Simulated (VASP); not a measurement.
A run of VASP 6.6.1:

INCAR

```
PREC = Accurate
ENCUT = 520
EDIFF = 1E-6
ISMEAR = -1
SIGMA = 0.05
LREAL = F
LASPH = T
NELM = 60
ALGO = Normal
ISIF = 2
LWAVE = F
LCHARG = F
NBANDS = 18
```

File KPOINTS:

```
regular mesh
0
Gamma
  13 13 7
```

Contents of POSCAR:

```
Cu
1.0
    2.5918971895      0.0000000000      0.0000000000
   -1.2959485896      2.2446488082      0.0000000000
    0.0000000000      0.0000000000      4.2063751327
Cu
2
Direct
    0.3333333333      0.6666666667      0.2500000000
    0.6666666667      0.3333333333      0.7500000000
```

Potentials or basis: VASP PAW LDA potentials, release 64 (Cu).

The run is started by

```bash
$ cat potpaw_LDA.64/Cu/POTCAR > POTCAR
$ mpirun -np 1 vasp_std > vasp.out
```

Hardware: 1 thread of Intel Xeon 8259CL (shared host).

Question: How long does it take, and how much memory?

Answer: It took 43 s on 1 thread of Intel Xeon 8259CL, on a shared host, peak memory 0.15 GiB. Counts: scf iterations 12, k points 84.
